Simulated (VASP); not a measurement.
# PtSe2: single point with HSE06

PtSe2, a slab with vacuum:

```
Se Pt
1.0
     3.70690    0.00000    0.00000
    -1.85345    3.21027    0.00000
     0.00000    0.00000   31.12150
Se Pt
2 1
Direct
  0.66667 0.33333 0.45743
  0.33333 0.66667 0.54257
  0.00000 0.00000 0.50000
```

```
Program                            : VASP 6.6.1
Task                               : single point
Functional                         : HSE06
Potentials or basis                : VASP PAW PBE potentials, release 64 (Se, Pt)
Cutoff                             : 400 eV
k mesh                             : 6 × 6 × 1
Occupations                        : gaussian, width 0.01 eV
Spin                               : no spin polarisation
Dipole correction                  : yes
Grid for exact exchange (PRECFOCK) : Normal
Further INCAR settings             : ALGO = Normal; EDIFF = 1e-06; NBANDS = 18
Share of exact exchange            : 0.25
Screening parameter                : 0.2079 1/Å
```

The largest force is 0.391 eV/Å and the band gap on the k mesh is 2.18 eV (least direct gap 2.35 eV).

Forces on the atoms (eV/Å):
```
Se   0.000  0.000  0.391
Se   0.000  0.000 -0.391
Pt   0.000  0.000  0.000
```

Levels at points of the mesh, in eV from the valence-band top:
| k point | band 8 | band 9 | band 10 | band 11 | band 12 | band 13 | band 14 | band 15 |
| --- | --- | --- | --- | --- | --- | --- | --- | --- |
| (0.00, 0.00, 0.00) | -1.82 | -0.70 | 0.00 | 0.00 | 3.59 | 3.59 | 5.25 | 5.78 |
| (0.50, 0.00, 0.00) | -3.03 | -2.56 | -2.01 | -1.65 | 3.07 | 3.35 | 5.52 | 7.00 |

Wall time 25 min on 1 thread of Intel(R) Xeon(R) Platinum 8259CL CPU @ 2.50GHz (Skylake/Cascade Lake) (shared host), peak memory 0.49 GiB.

Caveat: the PAW data sets were made with another functional, which shifts forces and pressure a little; spin-orbit coupling is left out, which moves the levels of the heavy elements.
